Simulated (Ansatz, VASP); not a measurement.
**Two plane-wave programs on WC**

```xyz
2
Lattice="0.0000 2.1780 2.1780 2.1780 0.0000 2.1780 2.1780 2.1780 0.0000" Properties=species:S:1:pos:R:3 pbc="T T T"
W     0.0000    0.0000    0.0000
C     2.1780    2.1780    2.1780
```

Alike in both runs: task single point; functional r2SCAN; k mesh 11 × 11 × 11; occupations fermi-dirac, width 0.1 eV; no spin polarisation.

|  | VASP | Ansatz |
| --- | --- | --- |
| version | VASP 6.6.1 | Ansatz 0.2.0 |
| potentials or method | VASP PAW PBE potentials, release 64 (W_sv, C), cutoff 520 eV | plane waves, PAW |
| valence electrons in the cell | 18 | 18 |

|  | VASP | Ansatz | Ansatz less VASP |
| --- | --- | --- | --- |
| pressure (GPa) | 4.4 | 2.6 | -1.72 |

VASP's potentials were made for PBE, not for r2SCAN. The functional is the same, so the differences come from potentials, cutoffs and numerics.

Neither program's run includes spin-orbit coupling.
